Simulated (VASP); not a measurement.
# SnTe in VASP: a series of runs

SnTe is run at these levels: r2SCAN, PBE; tasks: single point.

Program: VASP 6.6.1. These are calculated values, not measurements. Logs are shortened: lines on timing, memory, paths and dates and some standing lists are left out, and cuts for length are marked.

**1. The cell of the first run**

The structure is cubic, space group Fm-3m (No. 225). The conventional cell has a = 6.379 Å, b = 6.379 Å, c = 6.379 Å, α = 90.00°, β = 90.00°, γ = 90.00°. Within 4.2 Å of Sn (site symmetry m-3m) lie 6 Te at 3.19 Å. Te (site symmetry m-3m) has 6 Sn at 3.19 Å within 4.2 Å.

**2. Single point, r2SCAN**

File POSCAR:

```
SnTe
1.0
    0.0000000000      3.1893303446      3.1893303446
    3.1893303446      0.0000000000      3.1893303446
    3.1893303446      3.1893303446      0.0000000000
Sn Te
1 1
Direct
    0.0000000000      0.0000000000      0.0000000000
    0.5000000000      0.5000000000      0.5000000000
```

File INCAR.step1:

```
PREC     = Accurate       # precision mode
ENCUT    = 520            # plane-wave cutoff, eV
ISMEAR   = -1             # smearing method
SIGMA    = 0.02           # smearing width, eV
LREAL    = F              # projectors in reciprocal space
LASPH    = T              # aspherical terms in the spheres
NELM     = 60             # most SCF steps
NBANDS   = 17             # bands
GGA      = PE             # functional
ALGO     = Normal         # electronic algorithm
EDIFF    = 1E-4           # SCF threshold, eV
LWAVE    = T              # write WAVECAR
LCHARG   = F              # write CHGCAR
```

File INCAR.step2:

```
PREC     = Accurate       # precision mode
ENCUT    = 520            # plane-wave cutoff, eV
EDIFF    = 1E-6           # SCF threshold, eV
ISMEAR   = -1             # smearing method
SIGMA    = 0.02           # smearing width, eV
LREAL    = F              # projectors in reciprocal space
LASPH    = T              # aspherical terms in the spheres
NELM     = 60             # most SCF steps
ALGO     = Normal         # electronic algorithm
ISIF     = 2              # what is computed and relaxed
LWAVE    = F              # write WAVECAR
LCHARG   = T              # write CHGCAR
METAGGA  = R2SCAN         # meta-GGA
LMIXTAU  = T            
LELF     = T              # ELF
LVHAR    = T            
NBANDS   = 17             # bands
ISTART   = 1
```

File KPOINTS:

```
regular mesh
0
Gamma
  8 8 8
```

Potentials or basis: VASP PAW PBE potentials, release 64 (Sn_d, Te).

Run with:

```bash
cat potpaw_PBE.64/Sn_d/POTCAR potpaw_PBE.64/Te/POTCAR > POTCAR
cp INCAR.step1 INCAR
mpirun -np 1 vasp_std > vasp.out
cp INCAR.step2 INCAR
mpirun -np 1 vasp_std > vasp.out
```

OUTCAR:

```text
PREC = Accurate
   ENCUT = 520
   EDIFF = 1E-6
   ISMEAR = -1
   LREAL = F
   LASPH = T
   NELM = 60
   ISIF = 2
   METAGGA = R2SCAN
   ISTART = 1

 ion  position               nearest neighbor table
   1  0.000  0.000  0.000-   2 3.19   2 3.19   2 3.19   2 3.19   2 3.19   2 3.19
   2  0.500  0.500  0.500-   1 3.19   1 3.19   1 3.19   1 3.19   1 3.19   1 3.19

  LATTYP: Found a face centered cubic cell.
 ALAT       =     6.3786606892

  Lattice vectors:

 A1 = (   0.0000000000,   3.1893303446,   3.1893303446)
 A2 = (   3.1893303446,   0.0000000000,   3.1893303446)
 A3 = (   3.1893303446,   3.1893303446,   0.0000000000)

Analysis of symmetry for initial positions (statically):
=====================================================================
 Subroutine PRICEL returns:
 Original cell was already a primitive cell.

 Routine SETGRP: Setting up the symmetry group for a
 face centered cubic supercell.

 Subroutine GETGRP returns: Found 48 space group operations
 (whereof 48 operations were pure point group operations)
 out of a pool of 48 trial point group operations.

The static configuration has the point symmetry O_h .

Analysis of symmetry for dynamics (positions and initial velocities):
=====================================================================
 Subroutine PRICEL returns:
 Original cell was already a primitive cell.

 Routine SETGRP: Setting up the symmetry group for a
 face centered cubic supercell.

 Subroutine GETGRP returns: Found 48 space group operations
 (whereof 48 operations were pure point group operations)
 out of a pool of 48 trial point group operations.

The dynamic configuration has the point symmetry O_h .

 Subroutine INISYM returns: Found 48 space group operations
 (whereof 48 operations are pure point group operations),
 and found     1 'primitive' translations

----------------------------------------------------------------------------------------

                                     Primitive cell

  volume of cell :      64.8826

  direct lattice vectors                    reciprocal lattice vectors
     0.000000000  3.189330345  3.189330345    -0.156772722  0.156772722  0.156772722
     3.189330345  0.000000000  3.189330345     0.156772722 -0.156772722  0.156772722
     3.189330345  3.189330345  0.000000000     0.156772722  0.156772722 -0.156772722

  length of vectors
     4.510394228  4.510394228  4.510394228     0.271538320  0.271538320  0.271538320

  position of ions in fractional coordinates (direct lattice)
[... 78 lines left out ...]
   NELM   =     60;   NELMIN=  2; NELMDL=  0     # of ELM steps
   EDIFF  = 0.1E-05   stopping-criterion for ELM
   LREAL  =      F    real-space projection
   EDIFFG = 0.1E-04   stopping-criterion for IOM
   NSW    =      0    number of steps for IOM
   IBRION =     -1    ionic relax: 0-MD 1-quasi-New 2-CG
   NFREE  =      0    steps in history (QN), initial steepest desc. (CG)
   ISIF   =      2    stress and relaxation
   ISYM   =      2    0-nonsym 1-usesym 2-fastsym
   POTIM  = 0.5000    time-step for ionic-motion
   TEBEG  =    0.0;   TEEND  =   0.0 temperature during run
   PSTRESS=    0.0 pullay stress
   NELECT =      20.0000    total number of electrons
   NUPDOWN=      -1.0000    fix difference up-down
   EMIN   =  10.00;   EMAX   =-10.00  energy-range for DOS
   EFERMI =   0.00;   METHOD = LEGACY
   ISMEAR =    -1;   SIGMA  =   0.02  broadening in eV -4-tet -1-fermi 0-gaus
   EFERMI_NEDOS =   21; number of points for ismear=-14 and -15
   IALGO  =     38    algorithm
   IMIX   =      4    mixing-type and parameters
     AMIX     =   0.40;   BMIX     =  1.00
     AMIX_MAG =   1.60;   BMIX_MAG =  1.00
  volume/ion in A,a.u.               =      32.44       218.92
  Fermi-wavevector in a.u.,A,eV,Ry     =   1.105882  2.089813 16.639575  1.222974
  Thomas-Fermi vector in A             =   2.242375
   LORBIT       =      0    0 simple, 1 ext, 2 COOP (PROOUT), +10 PAW based schemes
   METAGGA = R2SCAN    functional components
   LHFCALC =     F    Hartree Fock is set to
   AEXX    =    0.0000 exact exchange contribution
   IVDW    =     0    specifies the selected vdW correction
   LEPSILON=     F    determine dielectric tensor
   LRPA    =     F    only Hartree local field effects (RPA)
 non-spin polarized calculation
  energy-cutoff  :      520.00
  volume of cell :       64.88
 maximum number of plane-waves:      1807
 NGX is ok and might be reduce to    36
   NGX = 17   NGY = 17   NGZ = 17

 number of electron      20.0000002 magnetization

 Free energy of the ion-electron system (eV)
  ---------------------------------------------------
  ext. energy  EPLUGINS =         0.00000000
  ---------------------------------------------------
  free energy    TOTEN  =       -50.68625751 eV

  energy without entropy =      -50.68618011  energy(sigma->0) =      -50.68621881

 E-fermi :   6.6294     XC(G=0):  -9.8924

 val. band max:        6.5576184098   @ k =   0.5000   0.0000   0.0000
 cond. band min:       6.7011389749   @ k =   0.5000   0.0000   0.0000
 fundamental gap:      0.1435205651
 Fermi energy:         6.6293776854

 k-point     1 :       0.0000    0.0000    0.0000
  band No.  band energies     occupation
      1     -16.1852      2.00000
      2     -16.1852      2.00000
      3     -16.1767      2.00000
      4     -16.1767      2.00000
      5     -16.1767      2.00000
      6      -6.6566      2.00000
[... 457 lines left out ...]
      4     -16.1722      2.00000
      5     -16.1694      2.00000
      6      -5.2088      2.00000
[... 9 lines left out ...]
     16      16.2467      0.00000
     17      16.4909      0.00000

 [... further k-points ...]

------------------------ aborting loop because EDIFF is reached ----------------------------------------

  FORCE on cell =-STRESS in cart. coord.  units (eV):
  Direction    XX          YY          ZZ          XY          YZ          ZX
  --------------------------------------------------------------------------------------
  -------------------------------------------------------------------------------------
  Total       -0.0354757     -0.0354757     -0.0354757      0.0000000     -0.0000000      0.0000000
  in kB       -0.8760187     -0.8760187     -0.8760187      0.0000000     -0.0000000      0.0000000
  external PRESSURE =      -0.8760187 kB  Pullay stress =       0.0000000 kB

 VOLUME and BASIS-vectors are now :
 -----------------------------------------------------------------------------
  energy-cutoff  :      520.00
  volume of cell :       64.88
      direct lattice vectors                 reciprocal lattice vectors
     0.000000000  3.189330345  3.189330345    -0.156772722  0.156772722  0.156772722
     3.189330345  0.000000000  3.189330345     0.156772722 -0.156772722  0.156772722
     3.189330345  3.189330345  0.000000000     0.156772722  0.156772722 -0.156772722

 POSITION                                       TOTAL-FORCE (eV/Angst)
 -----------------------------------------------------------------------------------
      0.00000      0.00000      0.00000        -0.000000      0.000000     -0.000000
      3.18933      3.18933      3.18933         0.000000     -0.000000      0.000000
 -----------------------------------------------------------------------------------
    total drift:                               -0.000000      0.000000      0.000000

  FREE ENERGIE OF THE ION-ELECTRON SYSTEM (eV)
  ---------------------------------------------------
  free  energy   TOTEN  =       -50.6862575116 eV

  energy  without entropy=      -50.6861801072  energy(sigma->0) =      -50.68621881
```

OSZICAR.step1:

```text
N       E                     dE             d eps       ncg     rms          rms(c)
DAV:   1     0.125130423283E+03    0.12513E+03   -0.93980E+03   988   0.135E+03
DAV:   2     0.457402263885E+01   -0.12056E+03   -0.11784E+03  1018   0.330E+02
DAV:   3    -0.726127418562E+01   -0.11835E+02   -0.11748E+02  1237   0.907E+01
DAV:   4    -0.761006058362E+01   -0.34879E+00   -0.34850E+00  1179   0.161E+01
DAV:   5    -0.762359476065E+01   -0.13534E-01   -0.13534E-01  1420   0.316E+00    0.422E+00
DAV:   6    -0.756001020785E+01    0.63585E-01   -0.14969E-01  1274   0.246E+00    0.268E+00
DAV:   7    -0.756116764737E+01   -0.11574E-02   -0.55392E-02  1202   0.110E+00    0.863E-01
DAV:   8    -0.756179068216E+01   -0.62303E-03   -0.71484E-03  1253   0.665E-01    0.172E-01
DAV:   9    -0.756189852305E+01   -0.10784E-03   -0.70452E-04  1290   0.240E-01    0.390E-02
DAV:  10    -0.756189855695E+01   -0.33899E-07   -0.11060E-04   894   0.864E-02
   1 F= -.75618986E+01 E0= -.75616841E+01  d E =-.428961E-03
```

It took 2.5 min on 1 thread of AMD EPYC 7R43 (Zen 3), shared host; peak memory 0.19 GiB.

What came out:

```
Free energy            : -50.6863 eV
Pressure               : -0.1 GPa
Band gap on the k mesh : 0.14 eV
```

Levels at points of the mesh, in eV from the valence-band top:
```tsv
k point	band 6	band 7	band 8	band 9	band 10	band 11	band 12	band 13	band 14	band 15
(0.00, 0.00, 0.00)	-13.21	-4.88	-2.38	-2.38	-2.38	3.36	3.36	3.36	5.04	5.04
(0.50, 0.00, 0.00)	-11.95	-8.60	-2.02	-2.02	0.00	0.14	0.34	0.34	8.13	8.97
(0.50, 0.50, 0.00)	-11.65	-6.73	-5.71	-3.93	-3.93	2.47	4.94	4.94	6.44	9.10
```

Caveat: the PAW data sets were made with another functional, which shifts forces and pressure a little; spin-orbit coupling is left out, which moves the levels of the heavy elements. A k mesh can miss the band edges.

**3. Single point, PBE (uniaxial z strain -2.0%)**

File INCAR:

```
SYSTEM = SnTe
PREC     = Accurate       ! precision mode
ENCUT    = 520            ! plane-wave cutoff, eV
EDIFF    = 1E-7           ! SCF threshold, eV
ISMEAR   = -1             ! smearing method
SIGMA    = 0.02           ! smearing width, eV
LREAL    = .FALSE.        ! projectors in reciprocal space
LASPH    = .TRUE.         ! aspherical terms in the spheres
NELM     = 100            ! most SCF steps
ALGO     = Normal         ! electronic algorithm
ISIF     = 2              ! what is computed and relaxed
LWAVE    = .FALSE.        ! write WAVECAR
LCHARG   = .TRUE.         ! write CHGCAR
GGA      = PE             ! functional
LELF     = .TRUE.         ! ELF
LVHAR    = .TRUE.       
NBANDS   = 17             ! bands
```

File KPOINTS:

```
Automatic mesh
0
G
  8 8 8
  0 0 0
```

File POSCAR:

```
SnTe
1.0
    0.0000000000      3.1893303446      3.1255437377
    3.1893303446      0.0000000000      3.1255437377
    3.1893303446      3.1893303446      0.0000000000
Sn Te
1 1
Direct
    0.0000000000      0.0000000000      0.0000000000
    0.5000000000      0.5000000000      0.5000000000
```

Potentials or basis: VASP PAW PBE potentials, release 64 (Sn_d, Te).

Run with:

```bash
cat potpaw_PBE.64/Sn_d/POTCAR potpaw_PBE.64/Te/POTCAR > POTCAR
mpirun -np 1 vasp_std > vasp.out
```

OUTCAR:

```text
SYSTEM = SnTe
   PREC = Accurate
   ENCUT = 520
   EDIFF = 1E-7
   ISMEAR = -1
   LREAL = .FALSE.
   LASPH = .TRUE.
   NELM = 100
   ISIF = 2
   GGA = PE

 ion  position               nearest neighbor table
   1  0.000  0.000  0.000-   2 3.13   2 3.13   2 3.19   2 3.19   2 3.19   2 3.19
   2  0.500  0.500  0.500-   1 3.13   1 3.13   1 3.19   1 3.19   1 3.19   1 3.19

  LATTYP: Found a body centered tetragonal cell.
 ALAT       =     4.5103942282
 C/A-ratio  =     1.3859292911

[... 668 lines left out ...]

------------------------ aborting loop because EDIFF is reached ----------------------------------------

  FORCE on cell =-STRESS in cart. coord.  units (eV):
  Direction    XX          YY          ZZ          XY          YZ          ZX
  --------------------------------------------------------------------------------------
  -------------------------------------------------------------------------------------
  Total        0.2660236      0.2660236      1.2991876      0.0000000      0.0000000     -0.0000000
  in kB        6.7031077      6.7031077     32.7361689      0.0000000      0.0000000     -0.0000000
  external PRESSURE =      15.3807947 kB  Pullay stress =       0.0000000 kB

 VOLUME and BASIS-vectors are now :
 -----------------------------------------------------------------------------
  energy-cutoff  :      520.00
  volume of cell :       63.58
      direct lattice vectors                 reciprocal lattice vectors
     0.000000000  3.189330345  3.125543738    -0.156772722  0.156772722  0.159972165
     3.189330345  0.000000000  3.125543738     0.156772722 -0.156772722  0.159972165
     3.189330345  3.189330345  0.000000000     0.156772722  0.156772722 -0.159972165

 POSITION                                       TOTAL-FORCE (eV/Angst)
 -----------------------------------------------------------------------------------
      0.00000      0.00000      0.00000         0.000000     -0.000000      0.000000
      3.18933      3.18933      3.12554         0.000000      0.000000      0.000000
 -----------------------------------------------------------------------------------
    total drift:                               -0.000000      0.000000      0.000000

  FREE ENERGIE OF THE ION-ELECTRON SYSTEM (eV)
  ---------------------------------------------------
  free  energy   TOTEN  =        -7.5463780225 eV

  energy  without entropy=       -7.5461213897  energy(sigma->0) =       -7.54624971
```

Wall time 87 s (1 thread of AMD EPYC 7R43 (Zen 3), shared host); peak memory 0.2 GiB.

Results:

```yaml
Free_energy: -7.5464 eV
Pressure: 1.5 GPa
Band_gap_on_the_k_mesh: 0.07 eV
```

Stress tensor (GPa, compression positive):
```
0.67 0.00 0.00
0.00 0.67 0.00
0.00 0.00 3.27
```

Caveat: the cell differs from its parent crystal (uniaxial z strain -2.0%); spin-orbit coupling is left out, which moves the levels of the heavy elements. A k mesh can miss the band edges.

[end of part 1 of 2]
